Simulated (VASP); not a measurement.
A run of VASP 6.6.1:

The input INCAR:

```
SYSTEM = HfB
PREC = Accurate ; ENCUT = 520
EDIFF = 1E-7 ; ISMEAR = 0
SIGMA = 0.028999999999999998 ; LREAL = .FALSE.
LASPH = .TRUE. ; NELM = 60
ALGO = Normal ; ISIF = 2
LWAVE = .FALSE. ; LCHARG = .FALSE.
GGA = PE ; NBANDS = 14
```

KPOINTS

```
regular mesh
0
G
  10 10 10
  0 0 0
```

Contents of POSCAR:

```
HfB
1.0
    0.0000000000      2.3100000000      2.3100000000
    2.3100000000      0.0000000000      2.3100000000
    2.3100000000      2.3100000000      0.0000000000
Hf B
1 1
Direct
    0.5000000000      0.5000000000      0.5000000000
    0.0000000000      0.0000000000      0.0000000000
```

Potentials or basis: VASP PAW PBE potentials, release 64 (Hf_pv, B).

The run is started by

```console
$ cat potpaw_PBE.64/Hf_pv/POTCAR potpaw_PBE.64/B/POTCAR > POTCAR
$ mpirun -np 1 vasp_std > vasp.out
```

Hardware: 1 thread of Intel(R) Xeon(R) 6975P-C (Granite Rapids), on a shared host.

Task: Estimate the wall time of this run.

Result: It took 6.2 s on 1 thread of Intel(R) Xeon(R) 6975P-C (Granite Rapids), with other jobs on the host, peak memory 0.14 GiB. Counts: scf iterations 12, k points 47.
